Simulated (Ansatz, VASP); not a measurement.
**One calculation of LiPS3, two programs**

```
Li P S
1.0
     5.62015   -3.53075   -0.02569
     5.62015    3.53075   -0.02569
    -3.86293    0.00000    5.37319
Li P S
2 2 6
Direct
  0.75753 0.24247 0.00000
  0.24247 0.75753 0.00000
  0.15185 0.15185 0.57714
  0.84815 0.84815 0.42286
  0.22056 0.77944 0.50000
  0.77944 0.22056 0.50000
  0.19408 0.19408 0.32306
  0.80592 0.80592 0.67694
  0.31996 0.31996 0.93468
  0.68004 0.68004 0.06532
```

Alike in both runs: task single point; functional PBE; k mesh 6 × 6 × 6; no spin polarisation.

|  | VASP | Ansatz |
| --- | --- | --- |
| version | VASP 6.6.1 | Ansatz 0.2.0 |
| potentials or method | VASP PAW PBE potentials, release 64 (Li_sv, P, S) | plane waves, PAW |
| plane-wave cutoff (eV) | 520 | 420 |
| occupations | gaussian, width 0.01 eV | fixed |
| valence electrons in the cell | 52 | 52 |

Ansatz gave:

* gap on the k mesh at the Fermi level (eV): 1.80
* rms of the force components (eV/Å): 0.144

Task: What did VASP give for the same quantities?

Result: gap on the k mesh at the Fermi level (eV): 1.81; rms of the force components (eV/Å): 0.099.

Atom by atom the forces differ by 0.045 eV/Å (rms over components).

Noted on VASP's run: the cutoff is short for stress, so the pressure is rough.
